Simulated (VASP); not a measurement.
Runs of VASP 6.6.1 on MgO. The structure is that of space group P4/mmm (No. 123), or close to it. The cells are those of the table. 

```tsv
task	spin	cell	k mesh	cutoff (eV)	smearing	gap on the mesh (eV)	pressure (GPa)
single point	collinear, ferromagnetic start	a = 4.657, b = 4.657, c = 3.603 Å, 2 atoms	8 × 8 × 4	520	gaussian 0.1 eV	2.00	0.2
single point	off	a = 4.657, b = 4.657, c = 3.603 Å, 2 atoms	4 × 4 × 6	520	gaussian 0.1 eV	2.00	0.2
relaxation of cell and atoms	off	relaxed from a = 4.657, b = 4.657, c = 3.603 Å, 2 atoms	4 × 4 × 6	600	gaussian 0.1 eV	2.00	0.1
relaxation of cell and atoms	off	relaxed from a = 5.299, b = 5.299, c = 3.607 Å, 2 atoms	6 × 6 × 8	600	gaussian 0.02 eV	2.37	0.0
single point	off	a = 5.299, b = 5.299, c = 3.607 Å, 2 atoms	6 × 6 × 8	520	gaussian 0.02 eV	2.36	0.0
relaxation of cell and atoms	off	relaxed from a = 4.657, b = 4.657, c = 3.603 Å, 2 atoms	6 × 6 × 8	600	gaussian 0.02 eV	(a)	0.0
```

Alike in all rows: level PBE; potentials or basis VASP PAW PBE potentials, release 64 (Mg, O).

Question: Fill in the values left out.

Answer: (a) 2.30.

Caveats: some runs use coarse meshes; the relaxation stopped at its first step, so nothing moved (some runs).

A k mesh can miss the band edges.
